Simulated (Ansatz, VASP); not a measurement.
Two plane-wave programs on SnPb5Se6

```xyz
12
Lattice="4.3795 0.0000 0.0000 0.0000 4.3795 0.0000 0.0000 0.0000 18.5814" Properties=species:S:1:pos:R:3 pbc="T T T"
Sn    2.1898    2.1898    9.2907
Pb    0.0000    0.0000    0.0000
Pb    2.1898    2.1898    3.1146
Pb    0.0000    0.0000    6.2168
Pb    0.0000    0.0000   12.3646
Pb    2.1898    2.1898   15.4668
Se    0.0000    0.0000    3.1051
Se    2.1898    2.1898    6.2515
Se    0.0000    0.0000    9.2907
Se    2.1898    2.1898   12.3300
Se    0.0000    0.0000   15.4763
Se    2.1898    2.1898    0.0000
```

Alike in both runs: functional PBE; k mesh 6 × 6 × 2; occupations gaussian, width 0.02 eV; no spin polarisation.

Ansatz relaxed the structure, and its values are those at the end. VASP's run is a single point on that final structure, the one shown.

|  | VASP | Ansatz |
| --- | --- | --- |
| version | VASP 6.6.1 | Ansatz 0.2.0 |
| potentials or method | VASP PAW PBE potentials, release 64 (Sn_d, Pb_d, Se), cutoff 520 eV | scalar-relativistic, plane waves, PAW |
| valence electrons in the cell | 120 | 180 |

|  | VASP | Ansatz | Ansatz less VASP |
| --- | --- | --- | --- |
| gap on the k mesh at the Fermi level (eV) | 0.08 | 0.08 | -0.001 |
| least direct gap on the mesh (eV) | 0.08 | 0.08 | -0.001 |
| pressure (GPa) | 0.0 | 0.0 | +0.02 |

With one functional, cell and mesh, what is left measures potentials, basis and numerics. VASP's potentials hold 120 valence electrons a cell and Ansatz's 180, so a difference there can come from the potentials and not from the codes.

Neither program's run includes spin-orbit coupling.
